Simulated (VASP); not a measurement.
# Ca (Im-3m) in VASP: a series of runs

The runs below take Ca through single point, relaxation of cell and atoms, with r2SCAN.

All numbers are computed with VASP 6.6.1; they aren't measurements. Logs are shortened: lines on timing, memory, paths and dates and some standing lists are left out, and cuts for length are marked.

## 1. The cell of the first run

The structure is cubic, space group Im-3m (No. 229). Conventional cell: a = 4.422 Å, b = 4.422 Å, c = 4.422 Å, α = 90.00°, β = 90.00°, γ = 90.00°. Ca (site symmetry m-3m) has 14 Ca at 3.83 to 4.42 Å within 5.0 Å.

## 2. Single point, r2SCAN

Contents of POSCAR:

```
Ca
1.0
   -2.2111537173      2.2111537173      2.2111537173
    2.2111537173     -2.2111537173      2.2111537173
    2.2111537173      2.2111537173     -2.2111537173
Ca
1
Direct
    0.0000000000      0.0000000000      0.0000000000
```

Contents of INCAR.step1:

```
SYSTEM = Ca
  PREC = Accurate
  ENCUT = 520
  ISMEAR = -1
  SIGMA = 0.1
  LREAL = .False.
  LASPH = .True.
  NELM = 80
  NBANDS = 11
  GGA = PE
  ALGO = Normal
  EDIFF = 1E-4
  LWAVE = .True.
  LCHARG = .False.
```

Contents of INCAR.step2:

```
SYSTEM = Ca
  PREC = Accurate
  ENCUT = 520
  EDIFF = 1E-6
  ISMEAR = -1
  SIGMA = 0.1
  LREAL = .False.
  LASPH = .True.
  NELM = 80
  ALGO = Normal
  ISIF = 2
  LWAVE = .False.
  LCHARG = .False.
  METAGGA = R2SCAN
  LMIXTAU = .True.
  NBANDS = 11
  ISTART = 1
```

Contents of KPOINTS:

```
regular mesh
0
Gamma
  6 6 6
  0 0 0
```

Potentials or basis: VASP PAW PBE potentials, release 64 (Ca_sv).

Command:

```sh
$ cat potpaw_PBE.64/Ca_sv/POTCAR > POTCAR
$ cp INCAR.step1 INCAR
$ mpirun -np 1 vasp_std > vasp.out
$ cp INCAR.step2 INCAR
$ mpirun -np 1 vasp_std > vasp.out
```

OUTCAR:

```text
SYSTEM = Ca
   PREC = Accurate
   ENCUT = 520
   EDIFF = 1E-6
   ISMEAR = -1
   LREAL = .False.
   LASPH = .True.
   NELM = 80
   ISIF = 2
   METAGGA = R2SCAN
   ISTART = 1

 ion  position               nearest neighbor table
   1  0.000  0.000  0.000-

  LATTYP: Found a body centered cubic cell.
 ALAT       =     4.4223074346

  Lattice vectors:

 A1 = (  -2.2111537173,   2.2111537173,   2.2111537173)
 A2 = (   2.2111537173,  -2.2111537173,   2.2111537173)
 A3 = (   2.2111537173,   2.2111537173,  -2.2111537173)

Analysis of symmetry for initial positions (statically):
=====================================================================
 Subroutine PRICEL returns:
 Original cell was already a primitive cell.

 Routine SETGRP: Setting up the symmetry group for a
 body centered cubic supercell.

 Subroutine GETGRP returns: Found 48 space group operations
 (whereof 48 operations were pure point group operations)
 out of a pool of 48 trial point group operations.

The static configuration has the point symmetry O_h .

Analysis of symmetry for dynamics (positions and initial velocities):
=====================================================================
 Subroutine PRICEL returns:
 Original cell was already a primitive cell.

 Routine SETGRP: Setting up the symmetry group for a
 body centered cubic supercell.

 Subroutine GETGRP returns: Found 48 space group operations
 (whereof 48 operations were pure point group operations)
 out of a pool of 48 trial point group operations.

The dynamic configuration has the point symmetry O_h .

 Subroutine INISYM returns: Found 48 space group operations
 (whereof 48 operations are pure point group operations),
 and found     1 'primitive' translations

----------------------------------------------------------------------------------------

                                     Primitive cell

  volume of cell :      43.2431

  direct lattice vectors                    reciprocal lattice vectors
    -2.211153717  2.211153717  2.211153717     0.000000000  0.226126296  0.226126296
     2.211153717 -2.211153717  2.211153717     0.226126296  0.000000000  0.226126296
     2.211153717  2.211153717 -2.211153717     0.226126296  0.226126296  0.000000000

  length of vectors
     3.829830582  3.829830582  3.829830582     0.319790875  0.319790875  0.319790875

  position of ions in fractional coordinates (direct lattice)
     0.000000000  0.000000000  0.000000000

  ion indices of the primitive-cell ions
   primitive index   ion index
                 1           1

----------------------------------------------------------------------------------------

 KPOINTS: regular mesh

Automatic generation of k-mesh.
 Grid dimensions read from file:
 generate k-points for:    6    6    6

 Generating k-lattice:

  Cartesian coordinates                     Fractional coordinates (reciprocal lattice)
     0.000000000  0.037687716  0.037687716     0.166666667  0.000000000  0.000000000
     0.037687716  0.000000000  0.037687716     0.000000000  0.166666667  0.000000000
     0.037687716  0.037687716  0.000000000     0.000000000  0.000000000  0.166666667

  Length of vectors
     0.053298479  0.053298479  0.053298479

  Shift w.r.t. Gamma in fractional coordinates (k-lattice)
     0.000000000  0.000000000  0.000000000

 Subroutine IBZKPT returns following result:
 ===========================================

 Found     16 irreducible k-points:

 Following reciprocal coordinates:
            Coordinates               Weight
  0.000000  0.000000  0.000000      1.000000
  0.166667  0.000000  0.000000     12.000000
  0.333333  0.000000  0.000000     12.000000
  0.500000  0.000000  0.000000      6.000000
  0.166667  0.166667  0.000000     24.000000
  0.333333  0.166667  0.000000     48.000000
[... 8 lines left out ...]
  0.500000  0.500000  0.333333     12.000000
  0.500000  0.500000  0.500000      1.000000
   k-points           NKPTS =     16   k-points in BZ     NKDIM =     16   number of bands    NBANDS=     11
   number of dos      NEDOS =    301   number of ions     NIONS =      1
   total plane-waves  NPLWV =  21952
   dimension x,y,z NGX =    28 NGY =   28 NGZ =   28
   dimension x,y,z NGXF=    56 NGYF=   56 NGZF=   56
   ions per type =               1
   NGX,Y,Z   is equivalent  to a cutoff of  12.15, 12.15, 12.15 a.u.
   NGXF,Y,Z  is equivalent  to a cutoff of  24.31, 24.31, 24.31 a.u.
 SYSTEM =  Ca
   PREC   = accura    normal or accurate (medium, high low for compatibility)
   ISTART =      1    job   : 0-new  1-cont  2-samecut
   ICHARG =      0    charge: 1-file 2-atom 10-const
   ISPIN  =      1    spin polarized calculation?
   LNONCOLLINEAR =      F non collinear calculations
   LSORBIT =      F    spin-orbit coupling
   LASPH  =      T    aspherical Exc in radial PAW
   ENCUT  =  520.0 eV  38.22 Ry    6.18 a.u.   7.12  7.12  7.12*2*pi/ulx,y,z
   NELM   =     80;   NELMIN=  2; NELMDL=  0     # of ELM steps
   EDIFF  = 0.1E-05   stopping-criterion for ELM
   LREAL  =      F    real-space projection
   EDIFFG = 0.1E-04   stopping-criterion for IOM
   NSW    =      0    number of steps for IOM
   IBRION =     -1    ionic relax: 0-MD 1-quasi-New 2-CG
   NFREE  =      0    steps in history (QN), initial steepest desc. (CG)
   ISIF   =      2    stress and relaxation
   ISYM   =      2    0-nonsym 1-usesym 2-fastsym
   POTIM  = 0.5000    time-step for ionic-motion
   TEBEG  =    0.0;   TEEND  =   0.0 temperature during run
   PSTRESS=    0.0 pullay stress
   NELECT =      10.0000    total number of electrons
   NUPDOWN=      -1.0000    fix difference up-down
   EMIN   =  10.00;   EMAX   =-10.00  energy-range for DOS
   EFERMI =   0.00;   METHOD = LEGACY
   ISMEAR =    -1;   SIGMA  =   0.10  broadening in eV -4-tet -1-fermi 0-gaus
   EFERMI_NEDOS =   21; number of points for ismear=-14 and -15
   IALGO  =     38    algorithm
   IMIX   =      4    mixing-type and parameters
     AMIX     =   0.40;   BMIX     =  1.00
     AMIX_MAG =   1.60;   BMIX_MAG =  1.00
  volume/ion in A,a.u.               =      43.24       291.82
  Fermi-wavevector in a.u.,A,eV,Ry     =   1.004853  1.898897 13.738207  1.009730
  Thomas-Fermi vector in A             =   2.137495
   LORBIT       =      0    0 simple, 1 ext, 2 COOP (PROOUT), +10 PAW based schemes
   METAGGA = R2SCAN    functional components
   LHFCALC =     F    Hartree Fock is set to
   AEXX    =    0.0000 exact exchange contribution
   IVDW    =     0    specifies the selected vdW correction
   LEPSILON=     F    determine dielectric tensor
   LRPA    =     F    only Hartree local field effects (RPA)
 non-spin polarized calculation
  energy-cutoff  :      520.00
  volume of cell :       43.24
 maximum number of plane-waves:      1180
   NGX = 15   NGY = 15   NGZ = 15

 number of electron       9.9999999 magnetization

 Free energy of the ion-electron system (eV)
  ---------------------------------------------------
  ext. energy  EPLUGINS =         0.00000000
  ---------------------------------------------------
  free energy    TOTEN  =        -7.03964239 eV

  energy without entropy =       -6.99351290  energy(sigma->0) =       -7.01657765

 E-fermi :   1.9507     XC(G=0):  -8.1370

 val. band max:        1.9375322223   @ k =   0.3333   0.1667   0.1667
 cond. band min:       1.9977236036   @ k =   0.5000   0.5000   0.3333
 fundamental gap:      0.0601913812
 Fermi energy:         1.9507091467

 k-point     1 :       0.0000    0.0000    0.0000
  band No.  band energies     occupation
      1     -41.9385      2.00000
      2     -21.9677      2.00000
      3     -21.9677      2.00000
      4     -21.9677      2.00000
      5      -2.3345      2.00000
      6       4.5823      0.00000
      7       4.5823      0.00000
      8       4.5823      0.00000
      9       5.6496      0.00000
     10       5.6496      0.00000
     11      12.5948      0.00000

 k-point     2 :       0.1667    0.0000    0.0000
  band No.  band energies     occupation
      1     -41.9350      2.00000
      2     -22.0021      2.00000
      3     -21.9790      2.00000
      4     -21.9677      2.00000
      5      -1.8216      2.00000
      6       4.2532      0.00000
      7       4.2816      0.00000
      8       4.9594      0.00000
      9       5.4353      0.00000
     10       5.6651      0.00000
     11      11.5468      0.00000

 k-point     3 :       0.3333    0.0000    0.0000
  band No.  band energies     occupation
      1     -41.9280      2.00000
      2     -22.0698      2.00000
      3     -22.0016      2.00000
      4     -21.9676      2.00000
      5      -0.4260      2.00000
      6       3.0770      0.00003
      7       3.7722      0.00000
      8       5.5469      0.00000
      9       5.7985      0.00000
     10       5.9443      0.00000
     11       8.8945      0.00000

 k-point     4 :       0.5000    0.0000    0.0000
  band No.  band energies     occupation
      1     -41.9244      2.00000
      2     -22.1031      2.00000
      3     -22.0128      2.00000
      4     -21.9677      2.00000
      5       1.1011      1.99959
      6       1.7957      1.64979
      7       3.5505      0.00000
      8       5.5628      0.00000
      9       5.9372      0.00000
     10       6.7031      0.00000
     11       7.7456      0.00000
[... 127 lines left out ...]
 k-point    14 :      -0.3333    0.3333    0.3333
  band No.  band energies     occupation
      1     -41.9194      2.00000
      2     -22.0567      2.00000
      3     -22.0393      2.00000
      4     -22.0392      2.00000
      5       1.0535      1.99975
      6       2.7953      0.00043
      7       4.6656      0.00000
      8       4.6656      0.00000
      9       5.4391      0.00000
     10       5.9478      0.00000
     11       9.0036      0.00000

 k-point    15 :       0.5000    0.5000    0.3333
  band No.  band energies     occupation
      1     -41.9165      2.00000
      2     -22.0743      2.00000
      3     -22.0518      2.00000
      4     -22.0407      2.00000
      5       1.9977      0.76916
      6       2.1767      0.18894
      7       4.5916      0.00000
      8       4.8442      0.00000
      9       6.1017      0.00000
     10       6.5322      0.00000
     11       7.3087      0.00000

 k-point    16 :       0.5000    0.5000    0.5000
  band No.  band energies     occupation
      1     -41.9138      2.00000
      2     -22.0647      2.00000
      3     -22.0646      2.00000
      4     -22.0646      2.00000
      5       2.1074      0.34532
      6       2.1074      0.34532
      7       6.0315      0.00000
      8       6.0315      0.00000
      9       6.0316      0.00000
     10       6.4770      0.00000
     11       6.4770      0.00000

------------------------ aborting loop because EDIFF is reached ----------------------------------------

  FORCE on cell =-STRESS in cart. coord.  units (eV):
  Direction    XX          YY          ZZ          XY          YZ          ZX
  --------------------------------------------------------------------------------------
  -------------------------------------------------------------------------------------
  Total        0.0200166      0.0200166      0.0200166     -0.0000000     -0.0000000      0.0000000
  in kB        0.7416231      0.7416231      0.7416231     -0.0000000     -0.0000000      0.0000000
  external PRESSURE =       0.7416231 kB  Pullay stress =       0.0000000 kB

 VOLUME and BASIS-vectors are now :
 -----------------------------------------------------------------------------
  energy-cutoff  :      520.00
  volume of cell :       43.24
      direct lattice vectors                 reciprocal lattice vectors
    -2.211153717  2.211153717  2.211153717     0.000000000  0.226126296  0.226126296
     2.211153717 -2.211153717  2.211153717     0.226126296  0.000000000  0.226126296
     2.211153717  2.211153717 -2.211153717     0.226126296  0.226126296  0.000000000

 POSITION                                       TOTAL-FORCE (eV/Angst)
 -----------------------------------------------------------------------------------
      0.00000      0.00000      0.00000         0.000000      0.000000     -0.000000
 -----------------------------------------------------------------------------------
    total drift:                               -0.000000     -0.000000     -0.000000

  FREE ENERGIE OF THE ION-ELECTRON SYSTEM (eV)
  ---------------------------------------------------
  free  energy   TOTEN  =        -7.0396423947 eV

  energy  without entropy=       -6.9935128963  energy(sigma->0) =       -7.01657765
```

It used 19 s of CPU time on 1 thread of Intel Xeon 6975P-C (shared host).

What came out:

```yaml
Free_energy: -7.0396 eV
Pressure: 0.1 GPa
Band_gap_on_the_k_mesh: zero (band 5 reaches 2.13 eV, above the bottom of band 6 at 1.80 eV)
```

Levels at points of the mesh, in eV from the Fermi level:
```
           k point  band 3  band 4  band 5  band 6  band 7  band 8
(0.00, 0.00, 0.00)  -23.92  -23.92   -4.29    2.63    2.63    2.63
(0.50, 0.00, 0.00)  -23.96  -23.92   -0.85   -0.16    1.60    3.61
(0.50, 0.50, 0.50)  -24.02  -24.02    0.16    0.16    4.08    4.08
```

Caveat: the PAW data sets were made with another functional, which shifts forces and pressure a little.

## 3. Relaxation of cell and atoms, r2SCAN

This run uses another cell than the first one, of 41.31 Å³/atom, 0.955 times its volume.

Contents of POSCAR:

```
Ca
1.0
   -2.1776406900      2.1776406900      2.1776406900
    2.1776406900     -2.1776406900      2.1776406900
    2.1776406900      2.1776406900     -2.1776406900
Ca
1
Direct
    0.0000000000      0.0000000000      0.0000000000
```

Contents of INCAR.step1:

```
SYSTEM = Ca
  PREC = Accurate
  ENCUT = 600
  ISMEAR = -1
  SIGMA = 0.1
  LREAL = .FALSE.
  LASPH = .TRUE.
  NELM = 100
  GGA = PE
  ALGO = Normal
  EDIFF = 1E-4
  LWAVE = .TRUE.
  LCHARG = .FALSE.
```

Contents of INCAR.step2:

```
SYSTEM = Ca
  PREC = Accurate
  ENCUT = 600
  EDIFF = 1E-6
  ISMEAR = -1
  SIGMA = 0.1
  LREAL = .FALSE.
  LASPH = .TRUE.
  NELM = 100
  ALGO = Normal
  ISIF = 3
  LWAVE = .FALSE.
  LCHARG = .FALSE.
  METAGGA = R2SCAN
  LMIXTAU = .TRUE.
  IBRION = 2
  NSW = 60
  EDIFFG = -0.01
  ISTART = 1
```

Contents of KPOINTS:

```
Automatic mesh
0
G
  6 6 6
  0 0 0
```

Potentials or basis: VASP PAW PBE potentials, release 64 (Ca_sv).

Command:

```sh
$ cat potpaw_PBE.64/Ca_sv/POTCAR > POTCAR
$ cp INCAR.step1 INCAR
$ mpirun -np 1 vasp_std > vasp.out
$ cp INCAR.step2 INCAR
$ mpirun -np 1 vasp_std > vasp.out
```

Run time: 87 s. Hardware: 1 thread of Intel Xeon 6975P-C, shared host; peak memory 0.18 GiB.

Results (log left out):

| Quantity | Value |
| --- | --- |
| Free energy | -7.0409 eV |
| Relaxed volume | 43.47 Å³/atom |
| Relaxed cell | a = 3.836 Å, b = 3.836 Å, c = 3.836 Å, α = 109.47°, β = 109.47°, γ = 109.47° |
| Space group after relaxing (to 0.05 Å) | Im-3m (No. 229) |
| Energy gained by relaxing | 6.3 meV/atom |
| Ionic steps | 3 |
| Pressure after relaxing | 0.0 GPa |
| Band gap on the k mesh | zero (band 5 reaches 2.11 eV, above the bottom of band 6 at 1.77 eV) |

The path:
| step | energy change (eV) | largest force (eV/Å) | pressure (GPa) | volume (Å³) |
| --- | --- | --- | --- | --- |
| 1 | 0.0000 | 0.0000 | 0.96 | 41.31 |
| 2 | -0.0057 | 0.0000 | 0.28 | 42.80 |
| 3 | -0.0063 | 0.0000 | -0.01 | 43.47 |

Final structure:
```
CELL_PARAMETERS angstrom
-2.21500 2.21500 2.21500
2.21500 -2.21500 2.21500
2.21500 2.21500 -2.21500
ATOMIC_POSITIONS crystal
Ca 0.00000 0.00000 0.00000
```

Levels at points of the mesh, in eV from the Fermi level:
| k point | band 1 | band 2 | band 3 | band 4 | band 5 | band 6 | band 7 | band 8 | band 9 |
| --- | --- | --- | --- | --- | --- | --- | --- | --- | --- |
| (0.00, 0.00, 0.00) | -43.90 | -23.93 | -23.93 | -23.93 | -4.28 | 2.62 | 2.62 | 2.62 | 3.69 |
| (0.50, 0.00, 0.00) | -43.89 | -24.06 | -23.98 | -23.93 | -0.85 | -0.16 | 1.60 | 3.60 | 3.97 |
| (0.50, 0.50, 0.50) | -43.88 | -24.03 | -24.03 | -24.03 | 0.16 | 0.16 | 4.06 | 4.06 | 4.06 |

Caveat: the PAW data sets were made with another functional, which shifts forces and pressure a little. Zero-point motion and thermal expansion aren't in these numbers.
